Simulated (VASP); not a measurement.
Set up this calculation in VASP 6.6.1, as the native input.

| Quantity | Value |
| --- | --- |
| Task | single point |
| Functional | PBEsol |
| Potentials or basis | VASP PAW PBE potentials, release 64 (Al, N) |
| Cutoff | 520 eV |
| k mesh | 12 × 12 × 1 |
| Occupations | gaussian, width 0.1 eV |
| Spin | no spin polarisation |
| Dipole correction | yes |
| Further INCAR settings | ALGO = Normal; EDIFF = 1e-06; NBANDS = 27 |

The structure of Al9N lies in POSCAR:

```
Al9N
1.0
    2.8362844918      0.0000000000      0.0000000000
   -1.4181422459      2.4562944222      0.0000000000
    0.0000000000      0.0000000000     37.6442989108
Al N
9 1
Direct
    0.3333333333      0.6666666666      0.2257978033
    0.0000000000      0.0000000000      0.2877072406
    0.6666666667      0.3333333333      0.3496166779
    0.0000000000      0.0000000000      0.4115261153
    0.3333333333      0.6666666666      0.4729161237
    0.0000000000      0.0000000000      0.5342805556
    0.6666666667      0.3333333333      0.5966221375
    0.0000000000      0.0000000000      0.6583877038
    0.3333333333      0.6666666666      0.7209215701
    0.3333333333      1.1666666666      0.7781887751
```

These files were run (other wordings do the same):

INCAR

```
PREC = Accurate ; ENCUT = 520
EDIFF = 1E-6 ; ISMEAR = 0
SIGMA = 0.1 ; LREAL = F
LASPH = T ; NELM = 60
ALGO = Normal ; ISIF = 2
LWAVE = F ; LCHARG = F
LDIPOL = T ; IDIPOL = 3
DIPOL = 0.5 0.5 0.504 ; GGA = PS
NBANDS = 27
```

KPOINTS

```
Automatic mesh
0
Gamma
  12 12 1
```

Potentials or basis: VASP PAW PBE potentials, release 64 (Al, N).

Run with:

```sh
$ cat potpaw_PBE.64/Al/POTCAR potpaw_PBE.64/N/POTCAR > POTCAR
$ mpirun -np 1 vasp_std > vasp.out
```

Results of the run:

* Largest force: 2.714 eV/Å
* Band gap on the k mesh: zero (bands 16 and 17 overlap by 2.44 eV)

Caveat: the PAW data sets were made with another functional, which shifts forces and pressure a little.

Run time: 5.9 min on 1 thread of Intel(R) Xeon(R) 6975P-C (Granite Rapids) (shared host), peak memory 0.54 GiB.
